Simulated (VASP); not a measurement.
# B3F2: single point with PBE

B3F2:

```
B F
1.0
     2.65270    0.00000    0.00000
    -1.32635    2.29731    0.00000
     0.00000    0.00000   17.81635
B F
6 4
Direct
  0.00000 0.00000 0.25000
  0.00000 0.00000 0.75000
  0.33333 0.66667 0.02596
  0.66667 0.33333 0.52596
  0.33333 0.66667 0.47404
  0.66667 0.33333 0.97404
  0.33333 0.66667 0.10141
  0.66667 0.33333 0.60141
  0.33333 0.66667 0.39859
  0.66667 0.33333 0.89859
```

The cell was generated, and may not be a known phase.

```
Program                : VASP 6.6.1
Task                   : single point
Functional             : PBE
Potentials or basis    : VASP PAW PBE potentials, release 64 (B, F)
Cutoff                 : 520 eV
k mesh                 : 6 × 6 × 2
Occupations            : gaussian, width 0.1 eV
Spin                   : no spin polarisation
Dipole correction      : no
Further INCAR settings : ALGO = Fast; EDIFF = 1e-06; NBANDS = 34
```

```json
{
 "Pressure": "0.3 GPa",
 "Largest force": "0.250 eV/Å",
 "Band gap on the k mesh": "zero (bands 23 and 24 overlap by 5.82 eV)"
}
```

Forces in eV/Å, atoms in the order of the input:
```
B    0.000  0.000  0.000
B    0.000  0.000  0.000
B    0.000  0.000 -0.250
B    0.000  0.000 -0.250
B    0.000  0.000  0.250
B    0.000  0.000  0.250
F    0.000  0.000  0.238
F    0.000  0.000  0.238
F    0.000  0.000 -0.238
F    0.000  0.000 -0.238
```

Stress tensor (GPa, compression positive):
```
-0.45  0.00  0.00
 0.00 -0.45  0.00
 0.00  0.00  1.88
```

Levels at points of the mesh, in eV from the Fermi level:
```csv
k point,band 19,band 20,band 21,band 22,band 23,band 24,band 25,band 26
"(0.00, 0.00, 0.00)",-4.36,-4.36,-0.39,-0.18,3.63,4.00,4.87,4.87
"(0.50, 0.00, 0.00)",-4.09,-4.04,-2.63,-2.63,-2.01,-2.00,1.80,1.80
"(0.00, 0.00, 0.50)",-4.36,-4.36,-0.29,-0.29,3.81,3.81,4.87,4.87
"(0.50, 0.00, 0.50)",-4.06,-4.06,-2.63,-2.63,-2.01,-2.01,1.80,1.80
```

It took 100 s on 1 thread of AMD EPYC 9755 128-Core Processor (shared host), peak memory 0.19 GiB.

Caveat: the k points lie up to 0.46 Å⁻¹ apart, too coarse for converged energies and pressures of a metal.
